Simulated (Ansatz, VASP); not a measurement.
# One calculation of InB2As3, two programs

```xyz
6
Lattice="3.4916 0.0000 0.0000 0.0000 3.4916 0.0000 0.0000 0.0000 8.4182" Properties=species:S:1:pos:R:3 pbc="T T T"
In    0.0000    0.0000    4.2091
B     1.7458    1.7458    3.4087
B     1.7458    1.7458    5.0095
As    0.0000    0.0000    6.9775
As    0.0000    0.0000    1.4407
As    1.7458    1.7458    0.0000
```

Alike in both runs: functional PBE; k mesh 6 × 6 × 2; occupations gaussian, width 0.1 eV; no spin polarisation.

Ansatz relaxed the structure, and its values are those at the end. VASP's run is a single point on that final structure, the one shown.

```csv
,VASP,Ansatz
version,VASP 6.6.1,Ansatz 0.2.0
potentials or method,"VASP PAW PBE potentials, release 64 (In_d, B, As), cutoff 520 eV","scalar-relativistic, plane waves, PAW"
valence electrons in the cell,34,64
```

Ansatz gave:

```
gap on the k mesh at the Fermi level (eV) : none
pressure (GPa)                            : 0.1
rms of the force components (eV/Å)        : 0.006
```

Q: Which values does VASP return?

A: gap on the k mesh at the Fermi level (eV): none; pressure (GPa): 0.2; rms of the force components (eV/Å): 0.014.

A gap of «none» marks a metal or a gap that the smearing closes. With one functional, cell and mesh, what is left measures potentials, basis and numerics. VASP's potentials hold 34 valence electrons a cell and Ansatz's 64, so a difference there can come from the potentials and not from the codes.

The k mesh is coarse, so the values compare programs but aren't converged.
